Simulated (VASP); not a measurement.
# YVSe2O (C2/m) in VASP: single point with PBEsol

Aim: the single point of YVSe2O with PBEsol.

Program: VASP 6.6.1. These are calculated values, not measurements. Logs are shortened: lines on timing, memory, paths and dates and some standing lists are left out, and cuts for length are marked.

### Step 1. The cell of the first run

It takes space group C2/m (No. 12, monoclinic). The conventional cell has a = 11.699 Å, b = 3.881 Å, c = 8.427 Å, α = 90.00°, β = 90.19°, γ = 90.00°. Y (site symmetry m) has 3 O at 2.40 to 2.50 Å and 6 Se at 3.15 to 3.25 Å within 3.3 Å. Se (site symmetry m) has 3 V at 2.59 to 2.63 Å and 4 O at 3.21 to 3.35 Å and 3 Y at 3.24 to 3.25 Å within 3.4 Å. Se (site symmetry m) has 2 V at 2.56 Å and 3 Y at 3.15 to 3.21 Å and 7 Se at 3.26 to 3.68 Å and 1 O at 3.44 Å within 3.7 Å. Within 2.7 Å of V (site symmetry 2/m) lie 2 O at 1.97 Å and 4 Se at 2.63 Å. V (site symmetry 2/m) has 6 Se at 2.56 to 2.59 Å within 3.4 Å. O (site symmetry m) has 1 V at 1.97 Å and 3 Y at 2.40 to 2.50 Å within 2.6 Å.

### Step 2. Single point, PBEsol

Contents of INCAR:

```
SYSTEM = YVSe2O
PREC = Accurate ; ENCUT = 520
EDIFF = 1E-6 ; ISMEAR = -1
SIGMA = 0.1 ; LREAL = .FALSE.
LASPH = .TRUE. ; NELM = 60
ALGO = Normal ; ISIF = 2
LWAVE = .FALSE. ; LCHARG = .TRUE.
GGA = PS ; LELF = .TRUE.
LVHAR = .TRUE. ; NBANDS = 53
```

Contents of KPOINTS:

```
regular mesh
0
G
  5 5 2
  0 0 0
```

Contents of POSCAR:

```
YVSe2O
1.0
    0.0000000000      3.8814660000      0.0000000000
    5.8495690000     -1.9407330000      0.0000000000
    0.0281990000      0.0000000000     -8.4270580000
Y Se V O
2 4 2 2
Direct
    0.2303200000      0.4606400000      0.8020700000
    0.7696800000      0.5393600000      0.1979300000
    0.9530700000      0.9061400000      0.8005600000
    0.0469300000      0.0938600000      0.1994400000
    0.6406800000      0.2813600000      0.5351700000
    0.3593200000      0.7186400000      0.4648300000
    0.5000000000      0.0000000000      0.0000000000
    0.0000000000      0.0000000000      0.5000000000
    0.6629000000      0.3258000000      0.9418000000
    0.3371000000      0.6742000000      0.0582000000
```

Potentials or basis: VASP PAW PBE potentials, release 64 (Y_sv, Se, V_sv, O).

Launch:

```sh
$ cat potpaw_PBE.64/Y_sv/POTCAR potpaw_PBE.64/Se/POTCAR potpaw_PBE.64/V_sv/POTCAR potpaw_PBE.64/O/POTCAR > POTCAR
$ mpirun -np 1 vasp_std > vasp.out
```

OUTCAR:

```text
SYSTEM = YVSe2O
   PREC = Accurate
   ENCUT = 520
   EDIFF = 1E-6
   ISMEAR = -1
   LREAL = .FALSE.
   LASPH = .TRUE.
   NELM = 60
   ISIF = 2
   GGA = PS

 ion  position               nearest neighbor table
   1  0.230  0.461  0.802-   9 2.40   9 2.40  10 2.50   5 3.15   5 3.15   6 3.21   3 3.24   3 3.25
                             3 3.25   7 3.57   2 3.89   2 3.89
   2  0.770  0.539  0.198-  10 2.40  10 2.40   9 2.50   6 3.15   6 3.15   5 3.21   4 3.24   4 3.25
                             4 3.25   7 3.57   1 3.89   1 3.89
   3  0.953  0.906  0.801-   8 2.59   7 2.63   7 2.63   1 3.24   1 3.25   1 3.25
   4  0.047  0.094  0.199-   8 2.59   7 2.63   7 2.63   2 3.24   2 3.25   2 3.25
   5  0.641  0.281  0.535-   8 2.56   8 2.56   1 3.15   1 3.15   2 3.21
   6  0.359  0.719  0.465-   8 2.56   8 2.56   2 3.15   2 3.15   1 3.21
   7  0.500  0.000  0.000-   9 1.97  10 1.97   3 2.63   4 2.63   4 2.63   3 2.63   1 3.57   2 3.57

   8  0.000  0.000  0.500-   5 2.56   6 2.56   5 2.56   6 2.56   4 2.59   3 2.59
   9  0.663  0.326  0.942-   7 1.97   1 2.40   1 2.40   2 2.50
  10  0.337  0.674  0.058-   7 1.97   2 2.40   2 2.40   1 2.50

  LATTYP: Found a base centered monoclinic cell.
 ALAT       =    11.6991380000
 B/A-ratio  =     0.3317736743
 C/A-ratio  =     0.7203184696
 COS(beta)  =    -0.0033462262

  Lattice vectors:

 A1 = (  -5.8495690000,  -1.9407330000,   0.0000000000)
 A2 = (  -5.8495690000,   1.9407330000,   0.0000000000)
 A3 = (   0.0281990000,   0.0000000000,  -8.4270580000)

Analysis of symmetry for initial positions (statically):
=====================================================================
 Subroutine PRICEL returns:
 Original cell was already a primitive cell.

 Routine SETGRP: Setting up the symmetry group for a
 base centered monoclinic supercell.

 Subroutine GETGRP returns: Found  4 space group operations
 (whereof  4 operations were pure point group operations)
 out of a pool of  4 trial point group operations.

The static configuration has the point symmetry C_2h.

Analysis of symmetry for dynamics (positions and initial velocities):
=====================================================================
 Subroutine PRICEL returns:
 Original cell was already a primitive cell.

 Routine SETGRP: Setting up the symmetry group for a
 base centered monoclinic supercell.

 Subroutine GETGRP returns: Found  4 space group operations
 (whereof  4 operations were pure point group operations)
 out of a pool of  4 trial point group operations.
[... 117 lines left out ...]
   ISYM   =      2    0-nonsym 1-usesym 2-fastsym
   POTIM  = 0.5000    time-step for ionic-motion
   TEBEG  =    0.0;   TEEND  =   0.0 temperature during run
   PSTRESS=    0.0 pullay stress
   NELECT =      84.0000    total number of electrons
   NUPDOWN=      -1.0000    fix difference up-down
   EMIN   =  10.00;   EMAX   =-10.00  energy-range for DOS
   EFERMI =   0.00;   METHOD = LEGACY
   ISMEAR =    -1;   SIGMA  =   0.10  broadening in eV -4-tet -1-fermi 0-gaus
   EFERMI_NEDOS =   21; number of points for ismear=-14 and -15
   IALGO  =     38    algorithm
   IMIX   =      4    mixing-type and parameters
     AMIX     =   0.40;   BMIX     =  1.00
     AMIX_MAG =   1.60;   BMIX_MAG =  1.00
  volume/ion in A,a.u.               =      19.13       129.12
  Fermi-wavevector in a.u.,A,eV,Ry     =   1.244236  2.351265 21.063490  1.548123
  Thomas-Fermi vector in A             =   2.378511
   LORBIT       =      0    0 simple, 1 ext, 2 COOP (PROOUT), +10 PAW based schemes
   GGA     = PS    functional components
   LHFCALC =     F    Hartree Fock is set to
   AEXX    =    0.0000 exact exchange contribution
   IVDW    =     0    specifies the selected vdW correction
   LEPSILON=     F    determine dielectric tensor
   LRPA    =     F    only Hartree local field effects (RPA)
 non-spin polarized calculation
  energy-cutoff  :      520.00
  volume of cell :      191.34
 maximum number of plane-waves:      5195
 NGX is ok and might be reduce to    30
   NGX = 15   NGY = 23   NGZ = 31

 number of electron      84.0000034 magnetization

 Free energy of the ion-electron system (eV)
  ---------------------------------------------------
  ext. energy  EPLUGINS =         0.00000000
  ---------------------------------------------------
  free energy    TOTEN  =       -75.77650656 eV

  energy without entropy =      -75.32282800  energy(sigma->0) =      -75.54966728

 E-fermi :   5.3916     XC(G=0): -10.5562

 val. band max:        5.3913937627   @ k =   0.4000  -0.0000   0.5000
 cond. band min:       5.4018036200   @ k =   0.4000   0.2000   0.5000
 fundamental gap:      0.0104098572
 Fermi energy:         5.3915923666

 k-point     1 :       0.0000    0.0000    0.0000
  band No.  band energies     occupation
      1     -59.5995      2.00000
      2     -59.1264      2.00000
      3     -38.3758      2.00000
      4     -38.3661      2.00000
      5     -33.8967      2.00000
      6     -33.3890      2.00000
[... 997 lines left out ...]
     52       7.7180      0.00000
     53       8.0004      0.00000

------------------------ aborting loop because EDIFF is reached ----------------------------------------

  FORCE on cell =-STRESS in cart. coord.  units (eV):
  Direction    XX          YY          ZZ          XY          YZ          ZX
  --------------------------------------------------------------------------------------
  -------------------------------------------------------------------------------------
  Total      -12.2051915    -15.1221614    -13.7605478      0.0000000      0.0000000      1.1474076
  in kB     -102.2020347   -126.6277281   -115.2260480      0.0000000      0.0000000      9.6079925
  external PRESSURE =    -114.6852703 kB  Pullay stress =       0.0000000 kB

 VOLUME and BASIS-vectors are now :
 -----------------------------------------------------------------------------
  energy-cutoff  :      520.00
  volume of cell :      191.34
      direct lattice vectors                 reciprocal lattice vectors
     0.000000000  3.881466000  0.000000000     0.085476383  0.257634615  0.000286025
     5.849569000 -1.940733000  0.000000000     0.170952766  0.000000000  0.000572050
     0.028199000  0.000000000 -8.427058000     0.000000000  0.000000000 -0.118665375

 POSITION                                       TOTAL-FORCE (eV/Angst)
 -----------------------------------------------------------------------------------
      2.71716      0.00000     -6.75909        -0.145284      0.000000     -0.797095
      3.16060      1.94073     -1.66797         0.145284      0.000000      0.797095
      5.32310      1.94073     -6.74637        -0.028811     -0.000000      0.260354
      0.55466      0.00000     -1.68069         0.028811      0.000000     -0.260354
      1.66093      1.94073     -4.50991         0.185713      0.000000     -0.056140
      4.21684     -0.00000     -3.91715        -0.185713     -0.000000      0.056140
      0.00000      1.94073      0.00000        -0.000000     -0.000000      0.000000
      0.01410      0.00000     -4.21353        -0.000000     -0.000000      0.000000
      1.93235      1.94073     -7.93660         0.249676      0.000000      0.218874
      3.94542      0.00000     -0.49045        -0.249676     -0.000000     -0.218874
 -----------------------------------------------------------------------------------
    total drift:                                0.000000      0.000000     -0.000000

  FREE ENERGIE OF THE ION-ELECTRON SYSTEM (eV)
  ---------------------------------------------------
  free  energy   TOTEN  =       -75.7765065608 eV

  energy  without entropy=      -75.3228280023  energy(sigma->0) =      -75.54966728
```

OSZICAR:

```text
N       E                     dE             d eps       ncg     rms          rms(c)
DAV:   1     0.801343024111E+03    0.80134E+03   -0.43504E+04  1980   0.153E+03
DAV:   2    -0.125345243729E+01   -0.80260E+03   -0.77700E+03  2073   0.422E+02
DAV:   3    -0.846080852839E+02   -0.83355E+02   -0.82082E+02  2766   0.119E+02
[... 12 lines left out ...]
DAV:  16    -0.757769133921E+02    0.47461E-04   -0.17947E-03  2472   0.168E-01    0.385E-01
DAV:  17    -0.757765833477E+02    0.33004E-03   -0.97822E-04  2576   0.881E-02    0.160E-01
DAV:  18    -0.757765137131E+02    0.69635E-04   -0.64437E-04  2656   0.454E-02    0.446E-02
DAV:  19    -0.757765069310E+02    0.67821E-05   -0.36663E-05  2488   0.185E-02    0.525E-03
DAV:  20    -0.757765065608E+02    0.37018E-06   -0.11022E-06  1416   0.506E-03
   1 F= -.75776507E+02 E0= -.75549667E+02  d E =-.453679E+00
```

It took 4.3 min on 1 thread of Intel Xeon Platinum 8488C (Sapphire Rapids), shared host; peak memory 0.4 GiB.

What came out:

```yaml
Free_energy: -75.7765 eV
Pressure: -11.5 GPa
Largest_force: 0.810 eV/Å
Band_gap_on_the_k_mesh: zero (bands 42 and 43 overlap by 0.39 eV)
```

Forces on the atoms (eV/Å):
```
Y   -0.145  0.000 -0.797
Y    0.145  0.000  0.797
Se  -0.029  0.000  0.260
Se   0.029  0.000 -0.260
Se   0.186  0.000 -0.056
Se  -0.186  0.000  0.056
V    0.000  0.000  0.000
V    0.000  0.000  0.000
O    0.250  0.000  0.219
O   -0.250  0.000 -0.219
```

Caveat: the k points lie up to 0.37 Å⁻¹ apart; the PAW data sets were made with another functional, which shifts forces and pressure a little; the run has no spin polarisation, though such a crystal can be magnetic; semilocal functionals often make such compounds metallic where correlation or magnetic order opens a gap, which also shifts bond lengths.
